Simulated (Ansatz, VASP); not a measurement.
## TiO2 in VASP and in Ansatz

```
Ti O
1.0
    -1.89210    1.89210    4.75730
     1.89210   -1.89210    4.75730
     1.89210    1.89210   -4.75730
Ti O
2 4
Cartesian
  1.8921 -1.8921 4.7573
  0.0000 1.8921 2.3786
  0.0000 0.0000 1.9800
  0.0000 0.0000 7.5346
  1.8921 0.0000 -0.3987
  1.8921 0.0000 5.1560
```

Alike in both runs: task single point; functional revPBE; k mesh 9 × 9 × 9; no spin polarisation.

```csv
,VASP,Ansatz
version,VASP 6.6.1,Ansatz 0.2.0
potentials or method,"VASP PAW PBE potentials, release 64 (Ti_sv, O), cutoff 600 eV","plane waves, PAW"
occupations,"gaussian, width 0.01 eV",fixed
valence electrons in the cell,48,48
```

VASP gave:

| Item | Value |
| --- | --- |
| gap on the k mesh at the Fermi level (eV) | 2.13 |

**Question.** What did Ansatz give for the same quantities?

**Answer.** gap on the k mesh at the Fermi level (eV): 2.15.

VASP's potentials were made for PBE, not for revPBE.
